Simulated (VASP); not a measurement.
Write the native input for VASP 6.6.1 that does the following.

- Task: single point
- Functional: PBE
- Potentials or basis: VASP PAW PBE potentials, release 64 (H)
- Cutoff: 520 eV
- k mesh: 6 × 6 × 6
- Occupations: gaussian, width 0.05 eV
- Spin: collinear spin
- Starting moments: [1.05, 1.05] μB
- Dipole correction: no
- Further INCAR settings: ALGO = Normal; EDIFF = 1e-07; NBANDS = 12

The structure of H lies in POSCAR:

```
H
1.0
    5.2996000000      0.0000000000      0.0000000000
   -2.6498000000      4.5895882299      0.0000000000
    0.0000000000      0.0000000000      4.3519000000
H
2
Direct
    0.3333333333      0.6666666667      0.2500000000
    0.6666666667      0.3333333333      0.7500000000
```

One way to write it, as run:

INCAR

```
SYSTEM = H
PREC     = Accurate       ! precision mode
ENCUT    = 520            ! plane-wave cutoff, eV
EDIFF    = 1E-7           ! SCF threshold, eV
ISMEAR   = 0              ! smearing method
SIGMA    = 0.05           ! smearing width, eV
LREAL    = .FALSE.        ! projectors in reciprocal space
LASPH    = .TRUE.         ! aspherical terms in the spheres
NELM     = 150            ! most SCF steps
ALGO     = Normal         ! electronic algorithm
ISIF     = 2              ! what is computed and relaxed
LWAVE    = .FALSE.        ! write WAVECAR
LCHARG   = .TRUE.         ! write CHGCAR
ISPIN    = 2              ! spin polarisation
MAGMOM   = 1.05 1.05      ! initial moments
LORBIT   = 11             ! projections on sites
GGA      = PE             ! functional
LELF     = .TRUE.         ! ELF
LVHAR    = .TRUE.       
NBANDS   = 12             ! bands
```

KPOINTS

```
regular mesh
0
G
  6 6 6
  0 0 0
```

Potentials or basis: VASP PAW PBE potentials, release 64 (H).

Command:

```console
$ cat potpaw_PBE.64/H/POTCAR > POTCAR
$ mpirun -np 1 vasp_std > vasp.out
```

Results of the run:

```yaml
Pressure: 0.0 GPa
Band_gap_on_the_k_mesh: 6.79 eV (least direct gap 7.27 eV)
Net_moment: 2.00 μB per cell
Site_moments: H +0.38 μB
Valence_electrons_inside_the_program's_atomic_spheres: H 0.38
```

Caveat: the nearest neighbours stand farther apart than a usual bond.

It took 32 s on 1 thread of Intel(R) Xeon(R) 6975P-C (Granite Rapids) (shared host), peak memory 0.26 GiB.
